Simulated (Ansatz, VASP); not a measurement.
# HgTe: VASP beside Ansatz

File INCAR:

```
SYSTEM = HgTe
PREC     = Accurate       ! precision mode
ENCUT    = 520            ! plane-wave cutoff, eV
EDIFF    = 1E-6           ! SCF threshold, eV
ISMEAR   = -1             ! smearing method
SIGMA    = 0.03           ! smearing width, eV
LREAL    = .False.        ! projectors in reciprocal space
LASPH    = .True.         ! aspherical terms in the spheres
NELM     = 60             ! most SCF steps
ALGO     = Normal         ! electronic algorithm
ISIF     = 2              ! what is computed and relaxed
LWAVE    = .False.        ! write WAVECAR
LCHARG   = .True.         ! write CHGCAR
GGA      = PE             ! functional
LELF     = .True.         ! ELF
LVHAR    = .True.       
NBANDS   = 16             ! bands
```

Contents of KPOINTS:

```
regular mesh
0
Gamma
  11 11 11
  0 0 0
```

Contents of POSCAR:

```
HgTe
1.0
    0.0000000000      3.2501417040      3.2501417040
    3.2501417040      0.0000000000      3.2501417040
    3.2501417040      3.2501417040      0.0000000000
Hg Te
1 1
Direct
    0.0000000000      0.0000000000      0.0000000000
    0.7500000000      0.7500000000      0.7500000000
```

Input for Ansatz:

```yaml
crystal:
  lattice:
    - [0.0, 3.250141704, 3.250141704]
    - [3.250141704, 0.0, 3.250141704]
    - [3.250141704, 3.250141704, 0.0]
  atoms:
    - { symbol: Hg, position: [0.0, 0.0, 0.0] }
    - { symbol: Te, position: [0.75, 0.75, 0.75] }
kpoints:
  mp_grid: { grid: [11, 11, 11] }
scf:
  occupations: { method: fermi_dirac, width: 0.03 }
hamiltonian:
  xc: pbe
  pseudopotentials: { kind: all_electron, lapw: { basis_error: 0.0005 } }
output:
  forces: true
  stress: true
  eigenvalues: true
```

Change from the starting cell: volume scaled by 1.025.

Alike in both runs: task single point; functional PBE; k mesh 11 × 11 × 11; occupations fermi-dirac, width 0.03 eV; no spin polarisation.

```csv
,VASP,Ansatz
version,VASP 6.6.1,Ansatz 0.2.0
potentials or method,"VASP PAW PBE potentials, release 64 (Hg, Te), cutoff 520 eV","all-electron LAPW, scalar-relativistic"
```

|  | VASP | Ansatz | Ansatz less VASP |
| --- | --- | --- | --- |
| pressure (GPa) | 2.9 | 2.8 | -0.06 |

Ansatz ran all-electron here, and VASP with PAW potentials.

Spin-orbit coupling is off throughout.
